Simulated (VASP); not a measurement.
Runs of VASP 6.6.1 on C. The structure is that of space group R-3m (No. 166), or close to it. The cells are those of the table. 

```csv
level,potentials or basis,spin,fixed moment (μB),cell,cutoff (eV),smearing,pressure (GPa),moment (μB),largest force (eV/Å)
LDA,"VASP PAW LDA potentials, release 64 (C)",off,-,"a = 8.569 Å, angles 16.9°, 4 atoms",520,fermi-dirac 0.05 eV,-16.8,-,0.01
PBE exchange alone,"VASP PAW PBE potentials, release 64 (C)",off,-,"a = 8.404 Å, angles 16.9°, 4 atoms",600,gaussian 0.1 eV,11.1,-,0.02
"rpbe exchange, lyp correlation","VASP PAW PBE potentials, release 64 (C)",collinear,1.0,"a = 8.515 Å, angles 16.9°, 4 atoms",600,methfessel-paxton 0.1 eV,(a),1.00,0.01
LDA,"VASP PAW LDA potentials, release 64 (C)",off,-,"a = 8.515 Å, angles 16.9°, 4 atoms",520,fermi-dirac 0.05 eV,-13.3,-,0.01
PBEsol,"VASP PAW PBE potentials, release 64 (C)",off,-,"a = 8.515 Å, angles 16.9°, 4 atoms",520,fermi-dirac 0.05 eV,-9.6,-,-
PBEsol,"VASP PAW PBE potentials, release 64 (C)",off,-,"a = 8.569 Å, angles 16.9°, 4 atoms",520,fermi-dirac 0.05 eV,-13.2,-,-
LDA,"VASP PAW LDA potentials, release 64 (C)",off,-,"a = 8.291 Å, angles 16.9°, 4 atoms",520,fermi-dirac 0.05 eV,3.9,-,0.01
"rpbe exchange, lyp correlation","VASP PAW PBE potentials, release 64 (C)",collinear,1.0,"a = 8.569 Å, angles 16.9°, 4 atoms",600,methfessel-paxton 0.1 eV,-3.0,1.00,0.01
"rpbe exchange, lyp correlation","VASP PAW PBE potentials, release 64 (C)",collinear,1.0,"a = 8.460 Å, angles 16.9°, 4 atoms",600,methfessel-paxton 0.1 eV,4.8,1.00,0.01
LDA,"VASP PAW LDA potentials, release 64 (C)",off,-,"a = 8.404 Å, angles 16.9°, 4 atoms",520,fermi-dirac 0.05 eV,(b),-,0.01
LDA,"VASP PAW LDA potentials, release 64 (C)",off,-,"a = 8.460 Å, angles 16.9°, 4 atoms",520,fermi-dirac 0.05 eV,-9.6,-,0.01
```

Alike in all rows: task single point; k mesh 12 × 12 × 12.

Task: Estimate the missing entries.

Result: (a) 0.7; (b) -5.5.

Caveats: the PAW data sets were made with another functional, which shifts forces and pressure a little (at least some runs); this functional lacks dispersion, which binds layers or chains, so the pressure and a relaxed spacing across them are unreliable (at least some runs); the total moment is fixed, so each spin has its own Fermi level and the state may be an excited one (at least some runs); the stress differs along the axes, from -25 to -1 GPa (at least some runs); the stress differs along the axes, from 1 to 16 GPa (at least some runs); the stress differs along the axes, from -20 to -1 GPa (at least some runs); the stress differs along the axes, from -14 to -0 GPa (at least some runs).
